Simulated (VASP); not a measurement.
# Sb (R-3m) in VASP: notebook

Runs on Sb. Level: r2SCAN. Tasks: single point.

Everything below comes from runs of VASP 6.6.1. Logs are shortened: lines on timing, memory, paths and dates and some standing lists are left out, and cuts for length are marked.

## 1. The cell of the first run

It takes space group R-3m (No. 166, trigonal). The conventional cell has a = 4.203 Å, b = 4.203 Å, c = 11.672 Å, α = 90.00°, β = 90.00°, γ = 120.00°. Within 3.7 Å of Sb (site symmetry 3m) lie 6 Sb at 2.81 to 3.46 Å.

## 2. Single point, r2SCAN

POSCAR reads:

```
Sb
1.0
    2.1015090000      3.6399150000      0.0000000000
   -2.1015090000      3.6399150000      0.0000000000
    0.0000000000     -2.4266100000      3.8907860000
Sb
2
Direct
    0.2276400000      0.2276400000      0.6829200000
    0.7723600000      0.7723600000      0.3170800000
```

INCAR.step1 reads:

```
ALGO = Normal ; EDIFF = 1E-4
ENCUT = 520 ; GGA = PE
ISMEAR = -1 ; LASPH = True
LCHARG = False ; LREAL = False
LWAVE = True ; NBANDS = 12
NELM = 80 ; PREC = Accurate
SIGMA = 0.1
```

INCAR.step2 reads:

```
ALGO = Normal ; EDIFF = 1E-7
ENCUT = 520 ; ISIF = 2
ISMEAR = -1 ; ISTART = 1
LASPH = True ; LCHARG = False
LMIXTAU = True ; LREAL = False
LWAVE = False ; METAGGA = R2SCAN
NBANDS = 12 ; NELM = 80
PREC = Accurate ; SIGMA = 0.1
```

KPOINTS reads:

```
k-points
0
Gamma
  5 5 5
```

Potentials or basis: VASP PAW PBE potentials, release 64 (Sb).

On the command line:

```console
> cat potpaw_PBE.64/Sb/POTCAR > POTCAR
> cp INCAR.step1 INCAR
> mpirun -np 1 vasp_std > vasp.out
> cp INCAR.step2 INCAR
> mpirun -np 1 vasp_std > vasp.out
```

OUTCAR:

```text
EDIFF = 1E-7
   ENCUT = 520
   ISIF = 2
   ISMEAR = -1
   ISTART = 1
   LASPH = True
   LREAL = False
   METAGGA = R2SCAN
   NELM = 80
   PREC = Accurate

 ion  position               nearest neighbor table
   1  0.228  0.228  0.683-   2 2.81   2 2.81   2 2.81   2 3.46   2 3.46   2 3.46
   2  0.772  0.772  0.317-   1 2.81   1 2.81   1 2.81   1 3.46   1 3.46   1 3.46

  LATTYP: Found a trigonal (rhomboedric) cell.
 ALAT       =     4.5854841400
 COS(alpha) =     0.5799295685

  Lattice vectors:

 A1 = (   2.1015090000,   1.2133050000,   3.8907860000)
 A2 = (  -2.1015090000,   1.2133050000,   3.8907860000)
 A3 = (   0.0000000000,  -2.4266100000,   3.8907860000)

Analysis of symmetry for initial positions (statically):
=====================================================================
 Subroutine PRICEL returns:
 Original cell was already a primitive cell.

 Routine SETGRP: Setting up the symmetry group for a
 trigonal (rhombohedral) supercell.

 Subroutine GETGRP returns: Found 12 space group operations
 (whereof 12 operations were pure point group operations)
 out of a pool of 12 trial point group operations.

The static configuration has the point symmetry D_3d.

Analysis of symmetry for dynamics (positions and initial velocities):
=====================================================================
 Subroutine PRICEL returns:
 Original cell was already a primitive cell.

 Routine SETGRP: Setting up the symmetry group for a
 trigonal (rhombohedral) supercell.

 Subroutine GETGRP returns: Found 12 space group operations
 (whereof 12 operations were pure point group operations)
 out of a pool of 12 trial point group operations.

The dynamic configuration has the point symmetry D_3d.

 Subroutine INISYM returns: Found 12 space group operations
 (whereof 12 operations are pure point group operations),
 and found     1 'primitive' translations

----------------------------------------------------------------------------------------

                                     Primitive cell

  volume of cell :      59.5237

  direct lattice vectors                    reciprocal lattice vectors
     2.101509000  3.639915000  0.000000000     0.237924273  0.137365845  0.085672492
    -2.101509000  3.639915000  0.000000000    -0.237924273  0.137365845  0.085672492
     0.000000000 -2.426610000  3.890786000     0.000000000  0.000000000  0.257017477

  length of vectors
     4.203013358  4.203013358  4.585482722     0.287779622  0.287779622  0.257017477

  position of ions in fractional coordinates (direct lattice)
     0.227640000  0.227640000  0.682920000
     0.772360000  0.772360000  0.317080000

  ion indices of the primitive-cell ions
   primitive index   ion index
                 1           1
                 2           2

----------------------------------------------------------------------------------------

 KPOINTS: k-points

Automatic generation of k-mesh.
 Grid dimensions read from file:
 generate k-points for:    5    5    5

 Generating k-lattice:

  Cartesian coordinates                     Fractional coordinates (reciprocal lattice)
     0.047584855  0.027473169  0.017134498     0.200000000  0.000000000  0.000000000
    -0.047584855  0.027473169  0.017134498     0.000000000  0.200000000  0.000000000
     0.000000000  0.000000000  0.051403495     0.000000000  0.000000000  0.200000000

  Length of vectors
     0.057555924  0.057555924  0.051403495

  Shift w.r.t. Gamma in fractional coordinates (k-lattice)
     0.000000000  0.000000000  0.000000000

 Subroutine IBZKPT returns following result:
 ===========================================

 Found     19 irreducible k-points:

 Following reciprocal coordinates:
            Coordinates               Weight
  0.000000  0.000000  0.000000      1.000000
  0.200000  0.000000  0.000000      6.000000
  0.400000  0.000000  0.000000      6.000000
  0.200000  0.200000  0.000000      6.000000
  0.400000  0.200000  0.000000     12.000000
 -0.400000  0.200000  0.000000     12.000000
[... 11 lines left out ...]
  0.000000  0.000000  0.400000      2.000000
  0.200000  0.000000  0.400000      6.000000
   k-points           NKPTS =     19   k-points in BZ     NKDIM =     19   number of bands    NBANDS=     12
   number of dos      NEDOS =    301   number of ions     NIONS =      2
   total plane-waves  NPLWV =  36864
   dimension x,y,z NGX =    32 NGY =   32 NGZ =   36
   dimension x,y,z NGXF=    64 NGYF=   64 NGZF=   72
   ions per type =               2
   NGX,Y,Z   is equivalent  to a cutoff of  12.66, 12.66, 13.05 a.u.
   NGXF,Y,Z  is equivalent  to a cutoff of  25.31, 25.31, 26.10 a.u.
 SYSTEM =  unknown system
   PREC   = accura    normal or accurate (medium, high low for compatibility)
   ISTART =      1    job   : 0-new  1-cont  2-samecut
   ICHARG =      0    charge: 1-file 2-atom 10-const
   ISPIN  =      1    spin polarized calculation?
   LNONCOLLINEAR =      F non collinear calculations
   LSORBIT =      F    spin-orbit coupling
   LASPH  =      T    aspherical Exc in radial PAW
   ENCUT  =  520.0 eV  38.22 Ry    6.18 a.u.   7.81  7.81  8.53*2*pi/ulx,y,z
   NELM   =     80;   NELMIN=  2; NELMDL=  0     # of ELM steps
   EDIFF  = 0.1E-06   stopping-criterion for ELM
   LREAL  =      F    real-space projection
   EDIFFG = 0.1E-05   stopping-criterion for IOM
   NSW    =      0    number of steps for IOM
   IBRION =     -1    ionic relax: 0-MD 1-quasi-New 2-CG
   NFREE  =      0    steps in history (QN), initial steepest desc. (CG)
   ISIF   =      2    stress and relaxation
   ISYM   =      2    0-nonsym 1-usesym 2-fastsym
   POTIM  = 0.5000    time-step for ionic-motion
   TEBEG  =    0.0;   TEEND  =   0.0 temperature during run
   PSTRESS=    0.0 pullay stress
   NELECT =      10.0000    total number of electrons
   NUPDOWN=      -1.0000    fix difference up-down
   EMIN   =  10.00;   EMAX   =-10.00  energy-range for DOS
   EFERMI =   0.00;   METHOD = LEGACY
   ISMEAR =    -1;   SIGMA  =   0.10  broadening in eV -4-tet -1-fermi 0-gaus
   EFERMI_NEDOS =   21; number of points for ismear=-14 and -15
   IALGO  =     38    algorithm
   IMIX   =      4    mixing-type and parameters
     AMIX     =   0.40;   BMIX     =  1.00
     AMIX_MAG =   1.60;   BMIX_MAG =  1.00
  volume/ion in A,a.u.               =      29.76       200.84
  Fermi-wavevector in a.u.,A,eV,Ry     =   0.903327  1.707040 11.102344  0.815999
  Thomas-Fermi vector in A             =   2.026639
   LORBIT       =      0    0 simple, 1 ext, 2 COOP (PROOUT), +10 PAW based schemes
   METAGGA = R2SCAN    functional components
   LHFCALC =     F    Hartree Fock is set to
   AEXX    =    0.0000 exact exchange contribution
   IVDW    =     0    specifies the selected vdW correction
   LEPSILON=     F    determine dielectric tensor
   LRPA    =     F    only Hartree local field effects (RPA)
 non-spin polarized calculation
  energy-cutoff  :      520.00
  volume of cell :       59.52
 maximum number of plane-waves:      1612
   NGX = 15   NGY = 15   NGZ = 17

 number of electron       9.9999999 magnetization

 Free energy of the ion-electron system (eV)
  ---------------------------------------------------
  ext. energy  EPLUGINS =         0.00000000
  ---------------------------------------------------
  free energy    TOTEN  =       -51.32348889 eV

  energy without entropy =      -51.31043754  energy(sigma->0) =      -51.31696322

 E-fermi :   7.6943     XC(G=0): -10.0229

 val. band max:        7.5993711926   @ k =   0.2000   0.0000   0.2000
 cond. band min:       7.8046405979   @ k =   0.4000   0.0000   0.0000
 fundamental gap:      0.2052694052
 Fermi energy:         7.6943155660

 k-point     1 :       0.0000    0.0000    0.0000
  band No.  band energies     occupation
      1      -6.2046      2.00000
      2       2.7001      2.00000
      3       4.9837      2.00000
      4       5.4749      2.00000
      5       5.4749      2.00000
      6       9.0796      0.00000
      7      10.1075      0.00000
      8      10.1075      0.00000
      9      13.2869      0.00000
     10      13.2869      0.00000
     11      13.6783      0.00000
     12      14.4852      0.00000

 k-point     2 :       0.2000    0.0000    0.0000
  band No.  band energies     occupation
      1      -5.7204      2.00000
      2       0.9446      2.00000
      3       4.9152      2.00000
      4       5.2123      2.00000
      5       5.9431      2.00000
      6       8.9949      0.00000
      7       9.5369      0.00000
      8       9.5868      0.00000
      9      12.4229      0.00000
     10      12.9720      0.00000
     11      13.5565      0.00000
     12      17.0616      0.00000

 k-point     3 :       0.4000    0.0000    0.0000
  band No.  band energies     occupation
      1      -4.3399      2.00000
      2      -1.7740      2.00000
      3       4.8485      2.00000
      4       4.8784      2.00000
      5       6.8170      1.99969
      6       7.8046      0.49826
      7       8.1146      0.02945
      8       8.7133      0.00008
      9      13.8685      0.00000
     10      15.5587      0.00000
     11      16.0174      0.00000
     12      16.9770      0.00000
[... 211 lines left out ...]
 k-point    18 :       0.0000    0.0000    0.4000
  band No.  band energies     occupation
      1      -5.1792      2.00000
      2      -1.2593      2.00000
      3       5.7836      2.00000
      4       5.7836      2.00000
      5       7.2293      1.98107
      6       8.2013      0.01249
      7       8.2013      0.01249
      8       9.3458      0.00000
      9      13.8995      0.00000
     10      15.4336      0.00000
     11      15.4336      0.00000
     12      18.2584      0.00000

 k-point    19 :       0.2000    0.0000    0.4000
  band No.  band energies     occupation
      1      -4.6115      2.00000
      2      -1.3829      2.00000
      3       2.9822      2.00000
      4       4.9150      2.00000
      5       6.3983      2.00000
      6       9.3038      0.00000
      7       9.6503      0.00000
      8      11.7700      0.00000
      9      13.6794      0.00000
     10      15.2086      0.00000
     11      15.2429      0.00000
     12      17.7146      0.00000

------------------------ aborting loop because EDIFF is reached ----------------------------------------

  FORCE on cell =-STRESS in cart. coord.  units (eV):
  Direction    XX          YY          ZZ          XY          YZ          ZX
  --------------------------------------------------------------------------------------
  -------------------------------------------------------------------------------------
  Total        2.5502674      2.5502599      1.4521286      0.0000000      0.0000000      0.0000000
  in kB       68.6446138     68.6444116     39.0864127      0.0000000      0.0000000      0.0000000
  external PRESSURE =      58.7918127 kB  Pullay stress =       0.0000000 kB

 VOLUME and BASIS-vectors are now :
 -----------------------------------------------------------------------------
  energy-cutoff  :      520.00
  volume of cell :       59.52
      direct lattice vectors                 reciprocal lattice vectors
     2.101509000  3.639915000  0.000000000     0.237924273  0.137365845  0.085672492
    -2.101509000  3.639915000  0.000000000    -0.237924273  0.137365845  0.085672492
     0.000000000 -2.426610000  3.890786000     0.000000000  0.000000000  0.257017477

 POSITION                                       TOTAL-FORCE (eV/Angst)
 -----------------------------------------------------------------------------------
      0.00000     -0.00000      2.65710         0.000000     -0.000000      0.844016
      0.00000      4.85322      1.23369         0.000000      0.000000     -0.844016
 -----------------------------------------------------------------------------------
    total drift:                               -0.000000     -0.000000      0.000000

  FREE ENERGIE OF THE ION-ELECTRON SYSTEM (eV)
  ---------------------------------------------------
  free  energy   TOTEN  =       -51.3234888937 eV

  energy  without entropy=      -51.3104375397  energy(sigma->0) =      -51.31696322
```

It took 25 s on 1 thread of Intel Xeon 6975P-C (Granite Rapids), shared host; peak memory 0.18 GiB.

What came out:

| Item | Value |
| --- | --- |
| Free energy | -51.3235 eV |
| Pressure | 5.9 GPa |
| Largest force | 0.844 eV/Å |
| Band gap on the k mesh | 0.21 eV, indirect (least direct gap 0.67 eV) |

Forces on the atoms (eV/Å):
```
Sb   0.000  0.000  0.844
Sb   0.000  0.000 -0.844
```

Caveat: the PAW data sets were made with another functional, which shifts forces and pressure a little; spin-orbit coupling is left out, which moves the levels of the heavy elements. A k mesh can miss the band edges.

## 3. Single point, r2SCAN

POSCAR is that of step 2.

INCAR.step1 reads:

```
SYSTEM = Sb
ALGO     = Normal         ! electronic algorithm
EDIFF    = 1E-4           ! SCF threshold, eV
ENCUT    = 520            ! plane-wave cutoff, eV
GGA      = PE             ! functional
ISMEAR   = -1             ! smearing method
LASPH    = .TRUE.         ! aspherical terms in the spheres
LCHARG   = .FALSE.        ! write CHGCAR
LREAL    = .FALSE.        ! projectors in reciprocal space
LWAVE    = .TRUE.         ! write WAVECAR
NBANDS   = 12             ! bands
NELM     = 80             ! most SCF steps
PREC     = Accurate       ! precision mode
SIGMA    = 0.1            ! smearing width, eV
```

INCAR.step2 reads:

```
SYSTEM = Sb
ALGO     = Normal         ! electronic algorithm
EDIFF    = 1E-6           ! SCF threshold, eV
ENCUT    = 520            ! plane-wave cutoff, eV
ISIF     = 2              ! what is computed and relaxed
ISMEAR   = -1             ! smearing method
ISTART   = 1            
LASPH    = .TRUE.         ! aspherical terms in the spheres
LCHARG   = .TRUE.         ! write CHGCAR
LELF     = .TRUE.         ! ELF
LMIXTAU  = .TRUE.       
LREAL    = .FALSE.        ! projectors in reciprocal space
LVHAR    = .TRUE.       
LWAVE    = .FALSE.        ! write WAVECAR
METAGGA  = R2SCAN         ! meta-GGA
NBANDS   = 12             ! bands
NELM     = 80             ! most SCF steps
PREC     = Accurate       ! precision mode
SIGMA    = 0.1            ! smearing width, eV
```

KPOINTS reads:

```
k-points
0
G
  8 8 8
  0 0 0
```

Potentials or basis: VASP PAW PBE potentials, release 64 (Sb).

On the command line:

```console
> cat potpaw_PBE.64/Sb/POTCAR > POTCAR
> cp INCAR.step1 INCAR
> mpirun -np 1 vasp_std > vasp.out
> cp INCAR.step2 INCAR
> mpirun -np 1 vasp_std > vasp.out
```

OUTCAR:

```text
SYSTEM = Sb
   EDIFF = 1E-6
   ENCUT = 520
   ISIF = 2
   ISMEAR = -1
   ISTART = 1
   LASPH = .TRUE.
   LREAL = .FALSE.
   METAGGA = R2SCAN
   NELM = 80
   PREC = Accurate

 ion  position               nearest neighbor table
   1  0.228  0.228  0.683-   2 2.81   2 2.81   2 2.81   2 3.46   2 3.46   2 3.46
   2  0.772  0.772  0.317-   1 2.81   1 2.81   1 2.81   1 3.46   1 3.46   1 3.46

  LATTYP: Found a trigonal (rhomboedric) cell.
 ALAT       =     4.5854841400
 COS(alpha) =     0.5799295685

  Lattice vectors:

[... 547 lines left out ...]

  FORCE on cell =-STRESS in cart. coord.  units (eV):
  Direction    XX          YY          ZZ          XY          YZ          ZX
  --------------------------------------------------------------------------------------
  -------------------------------------------------------------------------------------
  Total        2.4706374      2.4706301      1.7242197      0.0000000      0.0000000      0.0000000
  in kB       66.5012427     66.5010469     46.4101891      0.0000000      0.0000000      0.0000000
  external PRESSURE =      59.8041596 kB  Pullay stress =       0.0000000 kB

 VOLUME and BASIS-vectors are now :
 -----------------------------------------------------------------------------
  energy-cutoff  :      520.00
  volume of cell :       59.52
      direct lattice vectors                 reciprocal lattice vectors
     2.101509000  3.639915000  0.000000000     0.237924273  0.137365845  0.085672492
    -2.101509000  3.639915000  0.000000000    -0.237924273  0.137365845  0.085672492
     0.000000000 -2.426610000  3.890786000     0.000000000  0.000000000  0.257017477

 POSITION                                       TOTAL-FORCE (eV/Angst)
 -----------------------------------------------------------------------------------
      0.00000     -0.00000      2.65710         0.000000     -0.000000      0.995107
      0.00000      4.85322      1.23369         0.000000      0.000000     -0.995107
 -----------------------------------------------------------------------------------
    total drift:                               -0.000000     -0.000000      0.000000

  FREE ENERGIE OF THE ION-ELECTRON SYSTEM (eV)
  ---------------------------------------------------
  free  energy   TOTEN  =       -51.2880772472 eV

  energy  without entropy=      -51.2798276598  energy(sigma->0) =      -51.28395245
```

OSZICAR.step1:

```text
N       E                     dE             d eps       ncg     rms          rms(c)
DAV:   1     0.361319222228E+02    0.36132E+02   -0.35854E+03  1560   0.655E+02
DAV:   2    -0.616221389176E+01   -0.42294E+02   -0.40729E+02  2024   0.110E+02
DAV:   3    -0.812376916607E+01   -0.19616E+01   -0.19494E+01  1928   0.259E+01
DAV:   4    -0.814062269701E+01   -0.16854E-01   -0.16851E-01  1764   0.292E+00
DAV:   5    -0.814082632122E+01   -0.20362E-03   -0.20362E-03  1928   0.352E-01    0.337E+00
DAV:   6    -0.813055644568E+01    0.10270E-01   -0.62283E-03  1752   0.443E-01    0.207E+00
DAV:   7    -0.812610001644E+01    0.44564E-02   -0.13888E-02  1812   0.664E-01    0.669E-02
DAV:   8    -0.812617976459E+01   -0.79748E-04   -0.65270E-04  1824   0.153E-01
   1 F= -.81261798E+01 E0= -.81213840E+01  d E =-.959161E-02
```

It took 51 s on 1 thread of Intel Xeon 6975P-C (Granite Rapids), shared host; peak memory 0.21 GiB.

Results:

* Free energy: -51.2881 eV
* Pressure: 6.0 GPa
* Largest force: 0.995 eV/Å
* Band gap on the k mesh: zero (band 5 reaches 7.84 eV, above the bottom of band 6 at 7.40 eV)

Forces on the atoms (eV/Å):
```
Sb   0.000  0.000  0.995
Sb   0.000  0.000 -0.995
```

Caveat: the PAW data sets were made with another functional, which shifts forces and pressure a little; spin-orbit coupling is left out, which moves the levels of the heavy elements.
